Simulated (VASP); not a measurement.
A run of VASP 6.6.1:

File INCAR:

```
PREC = Accurate
ENCUT = 600
EDIFF = 1E-6
ISMEAR = 0
SIGMA = 0.1
LREAL = F
LASPH = T
NELM = 150
ALGO = Normal
ISIF = 3
LWAVE = F
LCHARG = F
ISPIN = 2
MAGMOM = 0 0 0 0 0 1
LORBIT = 11
GGA = PE
IBRION = 2
NSW = 90
EDIFFG = -0.04
```

Contents of KPOINTS:

```
Automatic mesh
0
Gamma
  4 4 4
```

File POSCAR:

```
Mg5O
1.0
    0.0000000000      3.5748630900      3.5748630900
    3.5748630900      0.0000000000      3.5748630900
    3.5748630900      3.5748630900      0.0000000000
Mg O
5 1
Direct
    0.1250000000      0.6250000000      0.6250000000
    0.6250000000      0.6250000000      0.6250000000
    0.6250000000      0.1250000000      0.6250000000
    0.6250000000      0.6250000000      0.1250000000
    0.2500000000      0.2500000000      0.2500000000
    0.0000000000      0.0000000000      0.0000000000
```

Potentials or basis: VASP PAW PBE potentials, release 64 (Mg, O).

Command:

```console
$ cat potpaw_PBE.64/Mg/POTCAR potpaw_PBE.64/O/POTCAR > POTCAR
$ mpirun -np 1 vasp_std > vasp.out
```

Hardware: 1 thread of Intel(R) Xeon(R) 6975P-C (Granite Rapids), on a shared host.

Problem. Estimate the wall time of this run.

Solution. Run time: 120 s on 1 thread of Intel(R) Xeon(R) 6975P-C (Granite Rapids), on a shared host, peak memory 0.28 GiB. Counts: scf iterations 63, k points 8, ion steps 6.
